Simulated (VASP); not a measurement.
Set up this calculation in VASP 6.6.1, as the native input.

* Task: single point
* Functional: PBE
* Potentials or basis: VASP PAW PBE potentials, release 64 (Al, B, As)
* Cutoff: 520 eV
* k mesh: 6 × 6 × 2
* Occupations: gaussian, width 0.1 eV
* Spin: no spin polarisation
* Dipole correction: no
* Further INCAR settings: ALGO = Normal; EDIFF = 1e-07; NBANDS = 21

The structure of Al2BAs3 lies in POSCAR:

```
Al2BAs3
1.0
    3.8409983817      0.0000000000      0.0000000000
   -1.9204991909      3.3264021745      0.0000000000
    0.0000000000      0.0000000000      9.5459987553
Al B As
2 1 3
Direct
    0.0000000000      0.0000000000     -0.0105760141
    0.6666666667      0.3333333333      0.3446984080
    0.3333333333      0.6666666667      0.6731324518
    0.0000000000      0.0000000000      0.2465427585
    0.6666666667      0.3333333333      0.6048457092
    0.3333333333      0.6666666667      0.8913566866
```

One way to write it, as run:

INCAR

```
SYSTEM = Al2BAs3
PREC     = Accurate       ! precision mode
ENCUT    = 520            ! plane-wave cutoff, eV
EDIFF    = 1E-7           ! SCF threshold, eV
ISMEAR   = 0              ! smearing method
SIGMA    = 0.1            ! smearing width, eV
LREAL    = .False.        ! projectors in reciprocal space
LASPH    = .True.         ! aspherical terms in the spheres
NELM     = 100            ! most SCF steps
ALGO     = Normal         ! electronic algorithm
ISIF     = 2              ! what is computed and relaxed
LWAVE    = .False.        ! write WAVECAR
LCHARG   = .True.         ! write CHGCAR
GGA      = PE             ! functional
LELF     = .True.         ! ELF
LVHAR    = .True.       
NBANDS   = 21             ! bands
```

KPOINTS

```
regular mesh
0
Gamma
  6 6 2
  0 0 0
```

Potentials or basis: VASP PAW PBE potentials, release 64 (Al, B, As).

Launch:

```bash
$ cat potpaw_PBE.64/Al/POTCAR potpaw_PBE.64/B/POTCAR potpaw_PBE.64/As/POTCAR > POTCAR
$ mpirun -np 1 vasp_std > vasp.out
```

Results of the run:

```json
{"Pressure": "0.3 GPa", "Largest force": "0.039 eV/Å", "Band gap on the k mesh": "0.33 eV"}
```

Run time: 21 s on 1 thread of Intel(R) Xeon(R) 6975P-C (Granite Rapids), with other jobs on the host, peak memory 0.24 GiB.
